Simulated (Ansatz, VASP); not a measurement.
## Two plane-wave programs on TiCo

```
Ti Co
1.0
     2.98611    0.00000    0.00000
     0.00000    2.98611    0.00000
     0.00000    0.00000    2.98611
Ti Co
1 1
Cartesian
  0.0000 0.0000 0.0000
  1.4931 1.4931 1.4931
```

Alike in both runs: functional PBE; k mesh 6 × 6 × 6; occupations tetrahedron; no spin polarisation.

Ansatz relaxed the structure, and its values are those at the end. VASP's run is a single point on that final structure, the one shown.

```csv
,VASP,Ansatz
version,VASP 6.6.1,Ansatz 0.2.0
potentials or method,"VASP PAW PBE potentials, release 64 (Ti_sv, Co), cutoff 600 eV","scalar-relativistic, plane waves, PAW"
valence electrons in the cell,21,29
```

Ansatz gave:

```
gap on the k mesh at the Fermi level (eV) : none
pressure (GPa)                            : -2.3
```

Question: What did VASP give for the same quantities?

Answer: gap on the k mesh at the Fermi level (eV): none; pressure (GPa): -2.6.

A gap of «none» marks a metal or a gap that the smearing closes. VASP's potentials hold 21 valence electrons a cell and Ansatz's 29, so a difference there can come from the potentials and not from the codes. Ansatz's warnings: band table not solved further, forces under tetrahedra, stress scf threshold loose, tetrahedron derivatives may miss energy slope.
